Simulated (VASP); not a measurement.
# PmIr2 (Fd-3m) in VASP: single point with PBE

Aim: the single point of PmIr2 with PBE.

Everything below comes from runs of VASP 6.6.1. Logs are shortened: lines on timing, memory, paths and dates and some standing lists are left out, and cuts for length are marked.

## 1. The cell of the first run

The structure is cubic, space group Fd-3m (No. 227). Conventional cell: a = 7.590 Å, b = 7.590 Å, c = 7.590 Å, α = 90.00°, β = 90.00°, γ = 90.00°. Pm (site symmetry -43m) has 12 Ir at 3.15 Å and 4 Pm at 3.29 Å within 4.1 Å. Ir (site symmetry -3m) has 6 Ir at 2.68 Å and 6 Pm at 3.15 Å within 3.5 Å.

## 2. Single point, PBE, collinear spin, ferromagnetic start

Input file INCAR:

```
SYSTEM = PmIr2
PREC     = Accurate       ! precision mode
ENCUT    = 600            ! plane-wave cutoff, eV
EDIFF    = 1E-6           ! SCF threshold, eV
ISMEAR   = -1             ! smearing method
SIGMA    = 0.1            ! smearing width, eV
LREAL    = .FALSE.        ! projectors in reciprocal space
LASPH    = .TRUE.         ! aspherical terms in the spheres
NELM     = 200            ! most SCF steps
ALGO     = Normal         ! electronic algorithm
ISIF     = 2              ! what is computed and relaxed
LWAVE    = .FALSE.        ! write WAVECAR
LCHARG   = .FALSE.        ! write CHGCAR
ISPIN    = 2              ! spin polarisation
MAGMOM   = 4 4 0 0 0 0    ! initial moments
LORBIT   = 11             ! projections on sites
LMAXMIX  = 6              ! l up to which the mixer works
GGA      = PE             ! functional
NBANDS   = 46             ! bands
GGA_COMPAT= .FALSE.
```

Input file KPOINTS:

```
Automatic mesh
0
G
  8 8 8
  0 0 0
```

Input file POSCAR:

```
PmIr2
1.0
    0.0000000000      3.7950000000      3.7950000000
    3.7950000000      0.0000000000      3.7950000000
    3.7950000000      3.7950000000      0.0000000000
Pm Ir
2 4
Direct
    0.1250000000      0.1250000000      0.1250000000
    0.8750000000      0.8750000000      0.8750000000
    0.5000000000      0.5000000000      0.5000000000
    0.5000000000      0.5000000000      0.0000000000
    0.5000000000      0.0000000000      0.5000000000
    0.0000000000      0.5000000000      0.5000000000
```

Potentials or basis: VASP PAW PBE potentials, release 64 (Pm, Ir).

The run is started by

```
cat potpaw_PBE.64/Pm/POTCAR potpaw_PBE.64/Ir/POTCAR > POTCAR
mpirun -np 1 vasp_std > vasp.out
```

OUTCAR:

```text
SYSTEM = PmIr2
   PREC = Accurate
   ENCUT = 600
   EDIFF = 1E-6
   ISMEAR = -1
   LREAL = .FALSE.
   LASPH = .TRUE.
   NELM = 200
   ISIF = 2
   ISPIN = 2
   LORBIT = 11
   GGA = PE

 ion  position               nearest neighbor table
   1  0.125  0.125  0.125-   4 3.15   5 3.15   6 3.15   3 3.15   3 3.15   6 3.15   3 3.15   5 3.15
                             6 3.15   5 3.15   4 3.15   4 3.15   2 3.29   2 3.29   2 3.29   2 3.29
   2  0.875  0.875  0.875-   3 3.15   5 3.15   3 3.15   6 3.15   3 3.15   4 3.15   5 3.15   6 3.15
                             6 3.15   4 3.15   4 3.15   5 3.15   1 3.29   1 3.29   1 3.29   1 3.29
   3  0.500  0.500  0.500-   4 2.68   5 2.68   6 2.68   4 2.68   5 2.68   6 2.68   2 3.15   1 3.15
                             2 3.15   1 3.15   2 3.15   1 3.15
   4  0.500  0.500  0.000-   3 2.68   3 2.68   5 2.68   6 2.68   5 2.68   6 2.68   1 3.15   2 3.15
                             2 3.15   1 3.15   2 3.15   1 3.15
   5  0.500  0.000  0.500-   3 2.68   4 2.68   3 2.68   4 2.68   6 2.68   6 2.68   1 3.15   1 3.15
                             2 3.15   2 3.15   1 3.15   2 3.15
   6  0.000  0.500  0.500-   3 2.68   4 2.68   5 2.68   3 2.68   4 2.68   5 2.68   2 3.15   1 3.15
                             1 3.15   2 3.15   1 3.15   2 3.15

  LATTYP: Found a face centered cubic cell.
 ALAT       =     7.5900000000

  Lattice vectors:

 A1 = (   0.0000000000,   3.7950000000,   3.7950000000)
 A2 = (   3.7950000000,   0.0000000000,   3.7950000000)
 A3 = (   3.7950000000,   3.7950000000,   0.0000000000)

Analysis of symmetry for initial positions (statically):
=====================================================================
 Subroutine PRICEL returns:
 Original cell was already a primitive cell.

 Routine SETGRP: Setting up the symmetry group for a
 face centered cubic supercell.

 Subroutine GETGRP returns: Found 48 space group operations
 (whereof 12 operations were pure point group operations)
 out of a pool of 48 trial point group operations.

The static configuration has the point symmetry D_3d.
 The point group associated with its full space group is O_h .

Analysis of symmetry for dynamics (positions and initial velocities):
=====================================================================
 Subroutine PRICEL returns:
 Original cell was already a primitive cell.

 Routine SETGRP: Setting up the symmetry group for a
 face centered cubic supercell.

 Subroutine GETGRP returns: Found 48 space group operations
 (whereof 12 operations were pure point group operations)
 out of a pool of 48 trial point group operations.

The dynamic configuration has the point symmetry D_3d.
 The point group associated with its full space group is O_h .

Analysis of structural, dynamic, and magnetic symmetry:
=====================================================================
 Subroutine PRICEL returns:
 Original cell was already a primitive cell.

 Routine SETGRP: Setting up the symmetry group for a
 face centered cubic supercell.

 Subroutine GETGRP returns: Found 48 space group operations
 (whereof 12 operations were pure point group operations)
 out of a pool of 48 trial point group operations.

The overall configuration has the point symmetry D_3d.
 The point group associated with its full space group is O_h .

 Subroutine INISYM returns: Found 48 space group operations
 (whereof 12 operations are pure point group operations),
 and found     1 'primitive' translations

----------------------------------------------------------------------------------------

                                     Primitive cell

  volume of cell :     109.3114

  direct lattice vectors                    reciprocal lattice vectors
     0.000000000  3.795000000  3.795000000    -0.131752306  0.131752306  0.131752306
     3.795000000  0.000000000  3.795000000     0.131752306 -0.131752306  0.131752306
     3.795000000  3.795000000  0.000000000     0.131752306  0.131752306 -0.131752306

  length of vectors
     5.366940469  5.366940469  5.366940469     0.228201687  0.228201687  0.228201687

  position of ions in fractional coordinates (direct lattice)
     0.125000000  0.125000000  0.125000000
     0.875000000  0.875000000  0.875000000
     0.500000000  0.500000000  0.500000000
     0.500000000  0.500000000  0.000000000
     0.500000000  0.000000000  0.500000000
     0.000000000  0.500000000  0.500000000

  ion indices of the primitive-cell ions
   primitive index   ion index
[... 65 lines left out ...]
   ions per type =               2   4
   NGX,Y,Z   is equivalent  to a cutoff of  14.87, 14.87, 14.87 a.u.
   NGXF,Y,Z  is equivalent  to a cutoff of  29.74, 29.74, 29.74 a.u.
 SYSTEM =  PmIr2
   PREC   = accura    normal or accurate (medium, high low for compatibility)
   ISTART =      0    job   : 0-new  1-cont  2-samecut
   ICHARG =      2    charge: 1-file 2-atom 10-const
   ISPIN  =      2    spin polarized calculation?
   LNONCOLLINEAR =      F non collinear calculations
   LSORBIT =      F    spin-orbit coupling
   LASPH  =      T    aspherical Exc in radial PAW
   ENCUT  =  600.0 eV  44.10 Ry    6.64 a.u.  10.72 10.72 10.72*2*pi/ulx,y,z
   NELM   =    200;   NELMIN=  2; NELMDL= -5     # of ELM steps
   EDIFF  = 0.1E-05   stopping-criterion for ELM
   LREAL  =      F    real-space projection
   EDIFFG = 0.1E-04   stopping-criterion for IOM
   NSW    =      0    number of steps for IOM
   IBRION =     -1    ionic relax: 0-MD 1-quasi-New 2-CG
   NFREE  =      0    steps in history (QN), initial steepest desc. (CG)
   ISIF   =      2    stress and relaxation
   ISYM   =      2    0-nonsym 1-usesym 2-fastsym
   POTIM  = 0.5000    time-step for ionic-motion
   TEBEG  =    0.0;   TEEND  =   0.0 temperature during run
   PSTRESS=    0.0 pullay stress
   NELECT =      66.0000    total number of electrons
   NUPDOWN=      -1.0000    fix difference up-down
   EMIN   =  10.00;   EMAX   =-10.00  energy-range for DOS
   EFERMI =   0.00;   METHOD = LEGACY
   ISMEAR =    -1;   SIGMA  =   0.10  broadening in eV -4-tet -1-fermi 0-gaus
   EFERMI_NEDOS =   21; number of points for ismear=-14 and -15
   IALGO  =     38    algorithm
   IMIX   =      4    mixing-type and parameters
     AMIX     =   0.40;   BMIX     =  1.00
     AMIX_MAG =   1.60;   BMIX_MAG =  1.00
  volume/ion in A,a.u.               =      18.22       122.94
  Fermi-wavevector in a.u.,A,eV,Ry     =   1.383676  2.614768 26.049155  1.914559
  Thomas-Fermi vector in A             =   2.508251
   LORBIT       =     11    0 simple, 1 ext, 2 COOP (PROOUT), +10 PAW based schemes
   GGA     = PE    functional components
   LHFCALC =     F    Hartree Fock is set to
   AEXX    =    0.0000 exact exchange contribution
   IVDW    =     0    specifies the selected vdW correction
   LEPSILON=     F    determine dielectric tensor
   LRPA    =     F    only Hartree local field effects (RPA)
 spin polarized calculation
  energy-cutoff  :      600.00
  volume of cell :      109.31
 maximum number of plane-waves:      3695
 NGX is ok and might be reduce to    48
   NGX = 21   NGY = 21   NGZ = 21

 number of electron      66.0000000 magnetization       8.2305348

 Free energy of the ion-electron system (eV)
  ---------------------------------------------------
  ext. energy  EPLUGINS =         0.00000000
  ---------------------------------------------------
  free energy    TOTEN  =       -55.17264172 eV

  energy without entropy =      -54.76035597  energy(sigma->0) =      -54.96649885

 E-fermi :   8.7024     XC(G=0): -12.6152

 val. band max:        8.6990327902   @ k =   0.5000   0.2500   0.1250
 cond. band min:       8.7024768380   @ k =   0.1250   0.1250   0.0000
 fundamental gap:      0.0034440478
 Fermi energy:         8.7023711604

 spin component 1

 k-point     1 :       0.0000    0.0000    0.0000
  band No.  band energies     occupation
      1     -29.7125      1.00000
      2     -29.4585      1.00000
      3     -10.4119      1.00000
      4     -10.4119      1.00000
      5     -10.4119      1.00000
      6      -9.7267      1.00000
[... 1141 lines left out ...]
     44       9.5788      0.00016
     45       9.9869      0.00000

 [... further k-points ...]

 spin component 2

 k-point     1 :       0.0000    0.0000    0.0000
  band No.  band energies     occupation
      1     -27.7441      1.00000
      2     -27.4581      1.00000
      3      -9.0392      1.00000
      4      -9.0392      1.00000
      5      -9.0392      1.00000
      6      -8.2973      1.00000
[... 1141 lines left out ...]
     44      11.7779      0.00000
     45      11.8021      0.00000

 [... further k-points ...]

 [bands above 45 left out]

------------------------ aborting loop because EDIFF is reached ----------------------------------------

  FORCE on cell =-STRESS in cart. coord.  units (eV):
  Direction    XX          YY          ZZ          XY          YZ          ZX
  --------------------------------------------------------------------------------------
  -------------------------------------------------------------------------------------
  Total        3.1073057      3.1073057      3.1073057      0.0000000      0.0000000      0.0000000
  in kB       45.5437966     45.5437966     45.5437966      0.0000000      0.0000000      0.0000000
  external PRESSURE =      45.5437966 kB  Pullay stress =       0.0000000 kB

 VOLUME and BASIS-vectors are now :
 -----------------------------------------------------------------------------
  energy-cutoff  :      600.00
  volume of cell :      109.31
      direct lattice vectors                 reciprocal lattice vectors
     0.000000000  3.795000000  3.795000000    -0.131752306  0.131752306  0.131752306
     3.795000000  0.000000000  3.795000000     0.131752306 -0.131752306  0.131752306
     3.795000000  3.795000000  0.000000000     0.131752306  0.131752306 -0.131752306

 POSITION                                       TOTAL-FORCE (eV/Angst)
 -----------------------------------------------------------------------------------
      0.94875      0.94875      0.94875         0.000000      0.000000      0.000000
      6.64125      6.64125      6.64125        -0.000000     -0.000000     -0.000000
      3.79500      3.79500      3.79500         0.000000     -0.000000      0.000000
      1.89750      1.89750      3.79500         0.000000     -0.000000      0.000000
      1.89750      3.79500      1.89750         0.000000     -0.000000      0.000000
      3.79500      1.89750      1.89750         0.000000     -0.000000      0.000000
 -----------------------------------------------------------------------------------
    total drift:                                0.000000      0.000000      0.000000

  FREE ENERGIE OF THE ION-ELECTRON SYSTEM (eV)
  ---------------------------------------------------
  free  energy   TOTEN  =       -55.1726417232 eV

  energy  without entropy=      -54.7603559708  energy(sigma->0) =      -54.96649885

 total charge

# of ion       s       p       d       f       tot
--------------------------------------------------
    1        2.024   5.563   0.570   4.267  12.424
    2        2.024   5.563   0.570   4.267  12.424
    3        0.741   0.573   7.039   0.000   8.353
    4        0.741   0.573   7.039   0.000   8.353
    5        0.741   0.573   7.039   0.000   8.353
    6        0.741   0.573   7.039   0.000   8.353
--------------------------------------------------
tot          7.014  13.419  29.296   8.533  58.262

 magnetization (x)

# of ion       s       p       d       f       tot
--------------------------------------------------
    1       -0.007   0.018   0.087   4.135   4.233
    2       -0.007   0.018   0.087   4.135   4.233
    3       -0.007   0.021  -0.214   0.000  -0.200
    4       -0.007   0.021  -0.214   0.000  -0.200
    5       -0.007   0.021  -0.214   0.000  -0.200
    6       -0.007   0.021  -0.214   0.000  -0.200
--------------------------------------------------
tot         -0.044   0.120  -0.681   8.270   7.665
```

It took 34 min on 1 thread of Intel Xeon 8259CL, shared host; peak memory 0.6 GiB.

What came out:

* Free energy: -55.1726 eV
* Pressure: 4.6 GPa
* Net moment: 8.23 μB per cell
* Site moments: Pm +4.23; Ir -0.20 μB
* Valence electrons inside the program's atomic spheres: Pm 12.42; Ir 8.35

Caveat: the magnetic or orbital state may not be the lowest; the cell stands under pressure; spin-orbit coupling is left out, which moves the levels of the heavy elements; semilocal functionals describe open f shells poorly, which spoils levels, moments and volumes.
